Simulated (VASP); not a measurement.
# VSi3O8 (a cell with a defect) in VASP: a series of runs

VSi3O8 (a cell with a defect) is run at these levels: PBE; tasks: single point.

Everything below comes from runs of VASP 6.6.1. Logs are shortened: lines on timing, memory, paths and dates and some standing lists are left out, and cuts for length are marked.

## 1. The cell of the first run

The cell holds a defect, 12 atoms: a = 4.180 Å, b = 4.180 Å, c = 5.334 Å, α = 90.00°, β = 90.00°, γ = 90.00°.

## 2. Single point, PBE

File INCAR:

```
SYSTEM = VSi3O8
PREC = Accurate
ENCUT = 520
EDIFF = 1E-6
ISMEAR = -1
SIGMA = 0.01
LREAL = .FALSE.
LASPH = .TRUE.
NELM = 100
ALGO = Normal
ISIF = 2
LWAVE = .FALSE.
LCHARG = .FALSE.
GGA = PE
NBANDS = 48
```

File KPOINTS:

```
Automatic mesh
0
G
  3 3 2
  0 0 0
```

File POSCAR:

```
VSi3O8
1.0
    4.1797000000      0.0000000000      0.0000000000
    0.0000000000      4.1797000000      0.0000000000
    0.0000000000      0.0000000000      5.3338000000
Si V O
3 1 8
Direct
    0.9950299200      0.0027842700      0.0069848000
    0.0131300500      0.9955671800      0.5022456600
    0.5115664200      0.5091140600      0.2415922600
    0.5090055100      0.4890508100      0.7361962500
    0.3104515200      0.3042643500      0.9990378700
    0.3308373000      0.2975008000      0.5156473900
    0.1868292800      0.7976141600      0.2469264900
    0.1830927500      0.7987977400      0.7529372300
    0.7018990500      0.7017091500      0.0003857000
    0.7124729100      0.6775073000      0.4940049000
    0.8076988200      0.1941476100      0.2426696900
    0.8026974700      0.1917512400      0.7435220300
```

Potentials or basis: VASP PAW PBE potentials, release 64 (Si, V_sv, O).

On the command line:

```bash
$ cat potpaw_PBE.64/Si/POTCAR potpaw_PBE.64/V_sv/POTCAR potpaw_PBE.64/O/POTCAR > POTCAR
$ mpirun -np 1 vasp_std > vasp.out
```

OUTCAR:

```text
SYSTEM = VSi3O8
   PREC = Accurate
   ENCUT = 520
   EDIFF = 1E-6
   ISMEAR = -1
   LREAL = .FALSE.
   LASPH = .TRUE.
   NELM = 100
   ISIF = 2
   GGA = PE

 ion  position               nearest neighbor table
   1  0.995  0.003  0.007-  11 1.68   7 1.74   9 1.76   8 1.78  12 1.80   5 1.82   2 2.64   2 2.69
                             3 3.15
   2  0.013  0.996  0.502-   8 1.72   7 1.75  12 1.76  11 1.83  10 1.83   6 1.83   1 2.64   1 2.69

   3  0.512  0.509  0.242-   9 1.71  10 1.74   5 1.76  11 1.81   7 1.82   6 1.87   4 2.64   4 2.70
                             1 3.15
   4  0.509  0.489  0.736-   6 1.61  10 1.74  12 1.75   5 1.80   9 1.85   8 1.88   3 2.64   3 2.70

   5  0.310  0.304  0.999-   3 1.76   4 1.80   1 1.82
   6  0.331  0.298  0.516-   4 1.61   2 1.83   3 1.87
   7  0.187  0.798  0.247-   1 1.74   2 1.75   3 1.82
   8  0.183  0.799  0.753-   2 1.72   1 1.78   4 1.88
   9  0.702  0.702  0.000-   3 1.71   1 1.76   4 1.85
  10  0.712  0.678  0.494-   4 1.74   3 1.74   2 1.83
  11  0.808  0.194  0.243-   1 1.68   3 1.81   2 1.83
  12  0.803  0.192  0.744-   4 1.75   2 1.76   1 1.80

  LATTYP: Found a simple tetragonal cell.
 ALAT       =     4.1797000000
 C/A-ratio  =     1.2761202957

  Lattice vectors:

 A1 = (   4.1797000000,   0.0000000000,   0.0000000000)
 A2 = (   0.0000000000,   4.1797000000,   0.0000000000)
 A3 = (   0.0000000000,   0.0000000000,   5.3338000000)

Analysis of symmetry for initial positions (statically):
=====================================================================
 Subroutine PRICEL returns:
 Original cell was already a primitive cell.

 Routine SETGRP: Setting up the symmetry group for a
 simple tetragonal supercell.

 Subroutine GETGRP returns: Found  1 space group operations
 (whereof  1 operations were pure point group operations)
 out of a pool of 16 trial point group operations.

The static configuration has the point symmetry C_1 .

Analysis of symmetry for dynamics (positions and initial velocities):
=====================================================================
 Subroutine PRICEL returns:
 Original cell was already a primitive cell.

 Routine SETGRP: Setting up the symmetry group for a
 simple tetragonal supercell.

 Subroutine GETGRP returns: Found  1 space group operations
 (whereof  1 operations were pure point group operations)
 out of a pool of 16 trial point group operations.
[... 113 lines left out ...]
   ISYM   =      2    0-nonsym 1-usesym 2-fastsym
   POTIM  = 0.5000    time-step for ionic-motion
   TEBEG  =    0.0;   TEEND  =   0.0 temperature during run
   PSTRESS=    0.0 pullay stress
   NELECT =      73.0000    total number of electrons
   NUPDOWN=      -1.0000    fix difference up-down
   EMIN   =  10.00;   EMAX   =-10.00  energy-range for DOS
   EFERMI =   0.00;   METHOD = LEGACY
   ISMEAR =    -1;   SIGMA  =   0.01  broadening in eV -4-tet -1-fermi 0-gaus
   EFERMI_NEDOS =   21; number of points for ismear=-14 and -15
   IALGO  =     38    algorithm
   IMIX   =      4    mixing-type and parameters
     AMIX     =   0.40;   BMIX     =  1.00
     AMIX_MAG =   1.60;   BMIX_MAG =  1.00
  volume/ion in A,a.u.               =       7.77        52.40
  Fermi-wavevector in a.u.,A,eV,Ry     =   1.509177  2.851931 30.988830  2.277615
  Thomas-Fermi vector in A             =   2.619534
   LORBIT       =      0    0 simple, 1 ext, 2 COOP (PROOUT), +10 PAW based schemes
   GGA     = PE    functional components
   LHFCALC =     F    Hartree Fock is set to
   AEXX    =    0.0000 exact exchange contribution
   IVDW    =     0    specifies the selected vdW correction
   LEPSILON=     F    determine dielectric tensor
   LRPA    =     F    only Hartree local field effects (RPA)
 non-spin polarized calculation
  energy-cutoff  :      520.00
  volume of cell :       93.18
 maximum number of plane-waves:      2523
   NGX = 15   NGY = 15   NGZ = 19

 number of electron      72.9999995 magnetization

 Free energy of the ion-electron system (eV)
  ---------------------------------------------------
  ext. energy  EPLUGINS =         0.00000000
  ---------------------------------------------------
  free energy    TOTEN  =       -91.80821963 eV

  energy without entropy =      -91.80793719  energy(sigma->0) =      -91.80807841

 E-fermi :  10.5720     XC(G=0): -12.4844

 val. band max:       10.5200665511   @ k =   0.3333   0.0000   0.0000
 cond. band min:      10.6171672219   @ k =  -0.3333   0.3333   0.5000
 fundamental gap:      0.0971006709
 Fermi energy:        10.5720216311

 k-point     1 :       0.0000    0.0000    0.0000
  band No.  band energies     occupation
      1     -55.5928      2.00000
      2     -29.9434      2.00000
      3     -29.7826      2.00000
      4     -29.3479      2.00000
      5     -13.9875      2.00000
      6     -11.5902      2.00000
[... 499 lines left out ...]
     47      19.9326      0.00000
     48      20.1526      0.00000

------------------------ aborting loop because EDIFF is reached ----------------------------------------

  FORCE on cell =-STRESS in cart. coord.  units (eV):
  Direction    XX          YY          ZZ          XY          YZ          ZX
  --------------------------------------------------------------------------------------
  -------------------------------------------------------------------------------------
  Total       22.1301451     21.3747853     29.1672943      0.1989485      2.7992055      1.4158846
  in kB      380.5115937    367.5237364    501.5102077      3.4207726     48.1302831     24.3450967
  external PRESSURE =     416.5151793 kB  Pullay stress =       0.0000000 kB

 VOLUME and BASIS-vectors are now :
 -----------------------------------------------------------------------------
  energy-cutoff  :      520.00
  volume of cell :       93.18
      direct lattice vectors                 reciprocal lattice vectors
     4.179700000  0.000000000  0.000000000     0.239251621  0.000000000  0.000000000
     0.000000000  4.179700000  0.000000000     0.000000000  0.239251621  0.000000000
     0.000000000  0.000000000  5.333800000     0.000000000  0.000000000  0.187483595

 POSITION                                       TOTAL-FORCE (eV/Angst)
 -----------------------------------------------------------------------------------
      4.15893      0.01164      0.03726         0.757645     -0.464006     -1.779435
      0.05488      4.16117      2.67888        -0.685194     -0.238307     -0.158562
      2.13819      2.12794      1.28860        -0.308309     -0.469011     -0.550684
      2.12749      2.04409      3.92672         0.896003      3.777335      6.763123
      1.29759      1.27173      5.32867        -1.829765     -1.789925      2.352789
      1.38280      1.24346      2.75036        -5.517718     -4.325597     -8.107454
      0.78089      3.33379      1.31706         1.348418      0.029152      0.982454
      0.76527      3.33873      4.01602        -0.533224      1.606858     -0.191859
      2.93373      2.93293      0.00206         0.812550      1.208881      1.655710
      2.97792      2.83178      2.63492         1.395164      3.186183     -3.191202
      3.37594      0.81148      1.29435         0.180678      0.299106      1.668180
      3.35503      0.80146      3.96580         3.483752     -2.820669      0.556940
 -----------------------------------------------------------------------------------
    total drift:                                0.000241     -0.000280     -0.000037

  FREE ENERGIE OF THE ION-ELECTRON SYSTEM (eV)
  ---------------------------------------------------
  free  energy   TOTEN  =       -91.8082196292 eV

  energy  without entropy=      -91.8079371868  energy(sigma->0) =      -91.80807841
```

Wall time 43 s (1 thread of AMD EPYC 7R43 (Zen 3), shared host); peak memory 0.17 GiB.

What came out:

| Property | Result |
| --- | --- |
| Free energy | -91.8082 eV |
| Pressure | 41.7 GPa |
| Largest force | 10.719 eV/Å |

Forces in eV/Å, atoms in the order of the input:
```
Si   0.758 -0.464 -1.779
Si  -0.685 -0.238 -0.159
Si  -0.308 -0.469 -0.551
V    0.896  3.777  6.763
O   -1.830 -1.790  2.353
O   -5.518 -4.326 -8.107
O    1.348  0.029  0.982
O   -0.533  1.607 -0.192
O    0.813  1.209  1.656
O    1.395  3.186 -3.191
O    0.181  0.299  1.668
O    3.484 -2.821  0.557
```

Levels at points of the mesh, in eV from the Fermi level:
| k point | band 34 | band 35 | band 36 | band 37 | band 38 | band 39 |
| --- | --- | --- | --- | --- | --- | --- |
| (0.00, 0.00, 0.00) | -3.25 | -3.23 | -2.48 | -0.23 | 0.66 | 0.87 |
| (0.00, 0.00, 0.50) | -3.57 | -3.45 | -3.03 | 0.30 | 0.53 | 0.83 |

Caveat: the k points lie up to 0.59 Å⁻¹ apart; an odd number of electrons without spin polarisation forces a metal; a magnetic or distorted state may lie lower; the run has no spin polarisation, though such a crystal can be magnetic; semilocal functionals often make such compounds metallic where correlation or magnetic order opens a gap, which also shifts bond lengths.

## 3. Single point, PBE, collinear spin

File INCAR:

```
PREC = Accurate ; ENCUT = 520
EDIFF = 1E-6 ; ISMEAR = -1
SIGMA = 0.01 ; LREAL = F
LASPH = T ; NELM = 150
ALGO = Normal ; ISIF = 2
LWAVE = F ; LCHARG = F
ISPIN = 2 ; MAGMOM = 0 0.01 0.02 0.67 0 0 0.01 -0.01 0 0 0.01 -0.01
LORBIT = 11 ; LMAXMIX = 4
GGA = PE ; NBANDS = 52
```

File KPOINTS:

```
regular mesh
0
Gamma
  3 3 2
```

POSCAR is that of step 2.

Potentials or basis: VASP PAW PBE potentials, release 64 (Si, V_sv, O).

On the command line:

```bash
$ cat potpaw_PBE.64/Si/POTCAR potpaw_PBE.64/V_sv/POTCAR potpaw_PBE.64/O/POTCAR > POTCAR
$ mpirun -np 1 vasp_std > vasp.out
```

Run time: 2.2 min. Hardware: 1 thread of AMD EPYC 7R43 (Zen 3), shared host; peak memory 0.22 GiB.

It converged, with:

| Property | Result |
| --- | --- |
| Free energy | -91.8082 eV |
| Pressure | 41.6 GPa |
| Largest force | 10.719 eV/Å |
| Net moment | 0.00 μB per cell |
| Valence electrons inside the program's atomic spheres | Si 1.50, 1.47, 1.48; V 12.44; O 5.21, 5.24, 5.25 |

Forces on the atoms (eV/Å):
```
Si   0.758 -0.464 -1.779
Si  -0.685 -0.238 -0.158
Si  -0.308 -0.469 -0.551
V    0.896  3.777  6.763
O   -1.830 -1.790  2.353
O   -5.518 -4.326 -8.108
O    1.348  0.029  0.983
O   -0.533  1.607 -0.192
O    0.813  1.209  1.656
O    1.395  3.186 -3.191
O    0.181  0.299  1.668
O    3.484 -2.821  0.557
```

Stress tensor (GPa, compression positive):
```
38.05  0.34  2.43
 0.34 36.75  4.81
 2.43  4.81 50.15
```

Levels at points of the mesh, in eV from the Fermi level:
Spin up:
```csv
k point,band 34,band 35,band 36,band 37,band 38,band 39
"(0.00, 0.00, 0.00)",-3.25,-3.23,-2.48,-0.23,0.66,0.87
"(0.00, 0.00, 0.50)",-3.57,-3.45,-3.03,0.30,0.53,0.83
```
Spin down:
```csv
k point,band 32,band 33,band 34,band 35,band 36,band 37,band 38,band 39,band 40,band 41
"(0.00, 0.00, 0.00)",-4.74,-4.10,-3.25,-3.23,-2.48,-0.23,0.66,0.87,3.12,3.67
"(0.00, 0.00, 0.50)",-4.35,-3.85,-3.57,-3.45,-3.03,0.30,0.53,0.83,3.25,4.22
```

Caveat: the k points lie up to 0.59 Å⁻¹ apart; semilocal functionals often make such compounds metallic where correlation or magnetic order opens a gap, which also shifts bond lengths.

## 4. Single point, PBE, collinear spin, ferromagnetic start

File INCAR:

```
PREC     = Accurate       # precision mode
ENCUT    = 520            # plane-wave cutoff, eV
EDIFF    = 1E-6           # SCF threshold, eV
ISMEAR   = -1             # smearing method
SIGMA    = 0.01           # smearing width, eV
LREAL    = F              # projectors in reciprocal space
LASPH    = T              # aspherical terms in the spheres
NELM     = 150            # most SCF steps
ALGO     = Normal         # electronic algorithm
ISIF     = 2              # what is computed and relaxed
LWAVE    = F              # write WAVECAR
LCHARG   = F              # write CHGCAR
ISPIN    = 2              # spin polarisation
MAGMOM   = 0 0 0 2 0 0 0 0 0 0 0 0 # initial moments
LORBIT   = 11             # projections on sites
LMAXMIX  = 4              # l up to which the mixer works
GGA      = PE             # functional
NBANDS   = 52             # bands
```

KPOINTS is that of step 3.

POSCAR is that of step 3.

Potentials or basis: VASP PAW PBE potentials, release 64 (Si, V_sv, O).

On the command line:

```bash
$ cat potpaw_PBE.64/Si/POTCAR potpaw_PBE.64/V_sv/POTCAR potpaw_PBE.64/O/POTCAR > POTCAR
$ mpirun -np 1 vasp_std > vasp.out
```

OUTCAR:

```text
PREC = Accurate
   ENCUT = 520
   EDIFF = 1E-6
   ISMEAR = -1
   LREAL = F
   LASPH = T
   NELM = 150
   ISIF = 2
   ISPIN = 2
   LORBIT = 11
   GGA = PE

 ion  position               nearest neighbor table
   1  0.995  0.003  0.007-  11 1.68   7 1.74   9 1.76   8 1.78  12 1.80   5 1.82   2 2.64   2 2.69
                             3 3.15
   2  0.013  0.996  0.502-   8 1.72   7 1.75  12 1.76  11 1.83  10 1.83   6 1.83   1 2.64   1 2.69

   3  0.512  0.509  0.242-   9 1.71  10 1.74   5 1.76  11 1.81   7 1.82   6 1.87   4 2.64   4 2.70
                             1 3.15
   4  0.509  0.489  0.736-   6 1.61  10 1.74  12 1.75   5 1.80   9 1.85   8 1.88   3 2.64   3 2.70

   5  0.310  0.304  0.999-   3 1.76   4 1.80   1 1.82
   6  0.331  0.298  0.516-   4 1.61   2 1.83   3 1.87
   7  0.187  0.798  0.247-   1 1.74   2 1.75   3 1.82
   8  0.183  0.799  0.753-   2 1.72   1 1.78   4 1.88
   9  0.702  0.702  0.000-   3 1.71   1 1.76   4 1.85
  10  0.712  0.678  0.494-   4 1.74   3 1.74   2 1.83
[... 1272 lines left out ...]
    total drift:                                0.000316     -0.000354     -0.000031

  FREE ENERGIE OF THE ION-ELECTRON SYSTEM (eV)
  ---------------------------------------------------
  free  energy   TOTEN  =       -91.9795503854 eV

  energy  without entropy=      -91.9795489975  energy(sigma->0) =      -91.97954969

 total charge

# of ion       s       p       d       tot
------------------------------------------
    1        0.598   0.903   0.000   1.500
    2        0.597   0.869   0.000   1.467
    3        0.602   0.869   0.000   1.471
    4        2.416   6.614   3.409  12.439
    5        1.562   3.654   0.000   5.216
    6        1.581   3.664   0.000   5.245
    7        1.552   3.696   0.000   5.248
    8        1.562   3.678   0.000   5.239
    9        1.562   3.696   0.000   5.259
   10        1.570   3.678   0.000   5.248
   11        1.553   3.696   0.000   5.249
   12        1.568   3.683   0.000   5.252
--------------------------------------------------
tot         16.722  38.701   3.409  58.832

 magnetization (x)

# of ion       s       p       d       tot
------------------------------------------
    1        0.004   0.005   0.000   0.009
    2        0.007   0.007   0.000   0.015
    3        0.021   0.012   0.000   0.033
    4        0.008   0.010   0.878   0.897
    5       -0.001  -0.003   0.000  -0.003
    6       -0.001  -0.004   0.000  -0.005
    7        0.001   0.004   0.000   0.005
    8       -0.000  -0.008   0.000  -0.008
    9       -0.001  -0.004   0.000  -0.004
   10       -0.000  -0.007   0.000  -0.007
   11        0.001   0.004   0.000   0.005
   12       -0.000  -0.011   0.000  -0.012
--------------------------------------------------
tot          0.039   0.008   0.878   0.925
```

OSZICAR:

```text
N       E                     dE             d eps       ncg     rms          rms(c)
DAV:   1     0.633524465421E+03    0.63352E+03   -0.40463E+04  2088   0.143E+03
DAV:   2    -0.633848773317E+02   -0.69691E+03   -0.67108E+03  2360   0.398E+02
DAV:   3    -0.105559827481E+03   -0.42175E+02   -0.41814E+02  2576   0.107E+02
DAV:   4    -0.106076477328E+03   -0.51665E+00   -0.51543E+00  2584   0.126E+01
DAV:   5    -0.106082601777E+03   -0.61244E-02   -0.61214E-02  2580   0.135E+00    0.639E+01
DAV:   6    -0.922570153073E+02    0.13826E+02   -0.50592E+01  2580   0.532E+01    0.169E+01
DAV:   7    -0.924473659513E+02   -0.19035E+00   -0.11506E+01  2328   0.332E+01    0.253E+01
DAV:   8    -0.920501884479E+02    0.39718E+00   -0.65295E-01  2528   0.746E+00    0.115E+01
DAV:   9    -0.919754926848E+02    0.74696E-01   -0.25228E-01  2392   0.524E+00    0.251E+00
DAV:  10    -0.919788097945E+02   -0.33171E-02   -0.53868E-02  2376   0.169E+00    0.167E+00
DAV:  11    -0.919802375577E+02   -0.14278E-02   -0.13895E-02  2560   0.720E-01    0.542E-01
DAV:  12    -0.919797603624E+02    0.47720E-03   -0.39941E-03  2568   0.354E-01    0.247E-01
DAV:  13    -0.919794561719E+02    0.30419E-03   -0.69675E-04  2704   0.188E-01    0.146E-01
DAV:  14    -0.919794410744E+02    0.15098E-04   -0.11595E-03  2416   0.117E-01    0.111E-01
DAV:  15    -0.919795605623E+02   -0.11949E-03   -0.49910E-04  2272   0.734E-02    0.816E-02
DAV:  16    -0.919795544540E+02    0.61082E-05   -0.53517E-05  2664   0.610E-02    0.400E-02
DAV:  17    -0.919795501238E+02    0.43302E-05   -0.20063E-05  2656   0.360E-02    0.896E-03
DAV:  18    -0.919795503854E+02   -0.26159E-06   -0.31996E-06  2000   0.965E-03
   1 F= -.91979550E+02 E0= -.91979550E+02  d E =-.138789E-05  mag=     1.0000
```

Wall time 2 min (1 thread of AMD EPYC 7R43 (Zen 3), shared host); peak memory 0.23 GiB.

What came out:

| Quantity | Value |
| --- | --- |
| Free energy | -91.9796 eV |
| Pressure | 42.2 GPa |
| Largest force | 11.150 eV/Å |
| Band gap on the k mesh | 0.20 eV |
| Net moment | 1.00 μB per cell |
| Site moments | Si +0.01, +0.03; V +0.90; O -0.00, -0.01, +0.01 μB |
| Valence electrons inside the program's atomic spheres | Si 1.50, 1.47; V 12.44; O 5.22, 5.25, 5.24, 5.26 |

Forces in eV/Å, atoms in the order of the input:
```
Si   0.759 -0.461 -1.892
Si  -0.671 -0.220 -0.048
Si  -0.321 -0.493 -0.507
V    0.960  3.896  6.543
O   -1.763 -1.718  2.891
O   -5.624 -4.438 -8.543
O    1.443 -0.089  0.984
O   -0.549  1.596 -0.190
O    0.751  1.152  2.037
O    1.456  3.243 -3.517
O    0.055  0.389  1.674
O    3.505 -2.856  0.568
```

Stress tensor (GPa, compression positive):
```
37.68  0.63  2.28
 0.63 36.42  4.76
 2.28  4.76 52.54
```

Caveat: the k points lie up to 0.59 Å⁻¹ apart.

## 5. Summary

```tsv
spin	gap on the mesh (eV)	pressure (GPa)	moment (μB)	largest force (eV/Å)
off	none	41.7	-	10.72
collinear	none	41.6	0.00	10.72
collinear, ferromagnetic start	0.20	42.2	1.00	11.15
```

Alike in all rows: task single point; level PBE; potentials or basis VASP PAW PBE potentials, release 64 (Si, V_sv, O); cell as given; k mesh 3 × 3 × 2; cutoff (eV) 520; smearing fermi-dirac 0.01 eV.

Caveats: all runs use coarse meshes; semilocal functionals often make such compounds metallic where correlation or magnetic order opens a gap, which also shifts bond lengths (some runs); an odd number of electrons without spin polarisation forces a metal (some runs); a magnetic or distorted state may lie lower (some runs).

Total energies depend on the potentials used, so only differences within one code and one set of settings carry meaning.
